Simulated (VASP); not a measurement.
Here is a VASP 6.6.1 calculation.

POSCAR

```
RuSe
1.0
    0.0000000000      2.5704067165      2.5704067165
    2.5704067165      0.0000000000      2.5704067165
    2.5704067165      2.5704067165      0.0000000000
Ru Se
1 1
Direct
    0.5000000000      0.5000000000      0.5000000000
    0.0000000000      0.0000000000      0.0000000000
```

The input INCAR.step1:

```
  PREC = Accurate
  ENCUT = 520
  ISMEAR = 0
  SIGMA = 0.05
  LREAL = F
  LASPH = T
  NELM = 60
  NBANDS = 17
  GGA = PE
  ALGO = Normal
  EDIFF = 1E-4
  LWAVE = T
  LCHARG = F
```

INCAR.step2

```
  PREC = Accurate
  ENCUT = 520
  EDIFF = 1E-6
  ISMEAR = 0
  SIGMA = 0.05
  LREAL = F
  LASPH = T
  NELM = 60
  ALGO = Normal
  ISIF = 2
  LWAVE = F
  LCHARG = F
  METAGGA = R2SCAN
  LMIXTAU = T
  NBANDS = 17
  ISTART = 1
```

File KPOINTS:

```
regular mesh
0
Gamma
  12 12 12
```

Potentials or basis: VASP PAW PBE potentials, release 64 (Ru_pv, Se).

Command:

```bash
$ cat potpaw_PBE.64/Ru_pv/POTCAR potpaw_PBE.64/Se/POTCAR > POTCAR
$ cp INCAR.step1 INCAR
$ mpirun -np 1 vasp_std > vasp.out
$ cp INCAR.step2 INCAR
$ mpirun -np 1 vasp_std > vasp.out
```

(1) Predict the band gap on the k mesh.

(2) Estimate the pressure.

Results:

(1) zero (bands 10 and 11 overlap by 1.72 eV).

(2) -1.1 GPa.

Caveat: the PAW data sets were made with another functional, which shifts forces and pressure a little.
